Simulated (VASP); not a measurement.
Set up this calculation in VASP 6.6.1, as the native input.

| Item | Value |
| --- | --- |
| Task | electric field gradients |
| Functional | PBEsol |
| Potentials or basis | VASP PAW PBE potentials, release 64 (Ru_pv) |
| Cutoff | 400 eV |
| k mesh | 20 × 20 × 11 |
| Occupations | fermi-dirac, width 0.05 eV |
| Spin | no spin polarisation |
| Dipole correction | no |
| Further INCAR settings | ALGO = Normal; EDIFF = 1e-08; NBANDS = 21 |

The structure of Ru lies in POSCAR:

```
Ru
1.0
    2.7058000000      0.0000000000      0.0000000000
   -1.3529000000      2.3432915376      0.0000000000
    0.0000000000      0.0000000000      4.2819000000
Ru
2
Direct
    0.3333333333      0.6666666667      0.2500000000
    0.6666666667      0.3333333333      0.7500000000
```

These files were run (other wordings do the same):

INCAR

```
SYSTEM = Ru
ALGO     = Normal         ! electronic algorithm
EDIFF    = 1E-8           ! SCF threshold, eV
ENCUT    = 400            ! plane-wave cutoff, eV
GGA      = PS             ! functional
GGA_COMPAT= .False.      
ISIF     = 2              ! what is computed and relaxed
ISMEAR   = -1             ! smearing method
LASPH    = .True.         ! aspherical terms in the spheres
LCHARG   = .False.        ! write CHGCAR
LEFG     = .True.       
LREAL    = .False.        ! projectors in reciprocal space
LWAVE    = .False.        ! write WAVECAR
NBANDS   = 21             ! bands
NELM     = 120            ! most SCF steps
PREC     = Accurate       ! precision mode
SIGMA    = 0.05           ! smearing width, eV
```

KPOINTS

```
k-points
0
Gamma
  20 20 11
  0 0 0
```

Potentials or basis: VASP PAW PBE potentials, release 64 (Ru_pv).

Command:

```console
$ cat potpaw_PBE.64/Ru_pv/POTCAR > POTCAR
$ mpirun -np 1 vasp_std > vasp.out
```

It gave:

- Pressure: -7.2 GPa
- Band gap on the k mesh: zero (band 14 reaches 14.33 eV, above the bottom of band 15 at 11.08 eV)

Caveat: without QUAD_EFG the Cq values of the log hold for a quadrupole moment of 1 mb, not for the nuclei; the PAW data sets were made with another functional, which shifts forces and pressure a little.

Run time: 3.1 min on 1 thread of AMD EPYC 7R13, on a shared host, peak memory 0.16 GiB.
